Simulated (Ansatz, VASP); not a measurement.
One calculation of AlGa3N4, two programs

```
Al Ga N
1.0
     4.29395   -0.10336   -0.10336
    -0.10336    4.29395   -0.10336
    -0.10336   -0.10336    4.29395
Al Ga N
1 3 4
Direct
  0.00000 0.00000 0.00000
  0.50000 0.50000 0.00000
  0.50000 0.00000 0.50000
  0.00000 0.50000 0.50000
  0.75481 0.75481 0.24519
  0.75481 0.24519 0.75481
  0.24519 0.75481 0.75481
  0.24519 0.24519 0.24519
```

Change from the starting cell: equal engineering shear yz, xz and xy -0.0467, equal normal strain along x, y and z -0.0300.

Alike in both runs: task single point; functional LDA; k mesh 6 × 6 × 6; occupations gaussian, width 0.05 eV; no spin polarisation.

|  | VASP | Ansatz |
| --- | --- | --- |
| version | VASP 6.6.1 | Ansatz 0.2.0 |
| potentials or method | VASP PAW LDA potentials, release 64 (Al, Ga_d, N), cutoff 520 eV | scalar-relativistic, plane waves, PAW |
| valence electrons in the cell | 62 | 62 |

Ansatz gave:

```
gap on the k mesh at the Fermi level (eV)                     : 2.89
least direct gap on the mesh (eV)                             : 2.89
pressure (GPa)                                                : 25.2
traceless stress, the component that is largest in VASP (GPa) : 14.67
rms of the force components (eV/Å)                            : 0.934
```

Task: Which values does VASP return?

Result: gap on the k mesh at the Fermi level (eV): 2.90; least direct gap on the mesh (eV): 2.90; pressure (GPa): 26.7; traceless stress, the component that is largest in VASP (GPa): 14.87; rms of the force components (eV/Å): 0.958.

Ansatz warns that its potentials were made for another functional, while VASP's fit it. LDA's correlation is that of Perdew and Zunger in VASP and of Perdew and Wang (1992) in Ansatz. Atom by atom the forces differ by 0.026 eV/Å (rms over components).
